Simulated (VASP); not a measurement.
Input of a VASP 6.6.1 run:

The input INCAR:

```
SYSTEM = CdSe
ALGO = Normal ; EDIFF = 1E-6
ENCUT = 520 ; GGA = PS
ISIF = 2 ; ISMEAR = 0
LASPH = .TRUE. ; LCHARG = .FALSE.
LREAL = .FALSE. ; LWAVE = .FALSE.
NBANDS = 16 ; NELM = 80
PREC = Accurate ; SIGMA = 0.01
```

File KPOINTS:

```
k-points
0
G
  6 6 6
  0 0 0
```

The input POSCAR:

```
CdSe
1.0
    3.0109012695      3.0109012695      0.0000000000
   -3.0109012695      3.0109012695      0.0000000000
    0.0000000000      3.0109012695      3.0595623001
Cd Se
1 1
Direct
    0.0000000000      0.0000000000      0.0000000000
    0.7500000000      0.2500000000      0.5000000000
```

Potentials or basis: VASP PAW PBE potentials, release 64 (Cd, Se).

Launch:

```sh
$ cat potpaw_PBE.64/Cd/POTCAR potpaw_PBE.64/Se/POTCAR > POTCAR
$ mpirun -np 1 vasp_std > vasp.out
```

Predict the pressure.

1.1 GPa.

What does it give for the band gap on the k mesh?

0.49 eV, direct.

Stress tensor (GPa, compression positive):
```
1.19 0.00 0.00
0.00 1.19 0.00
0.00 0.00 0.92
```

Caveat: the cell differs from its parent crystal (in-plane strain -0.01); the PAW data sets were made with another functional, which shifts forces and pressure a little.
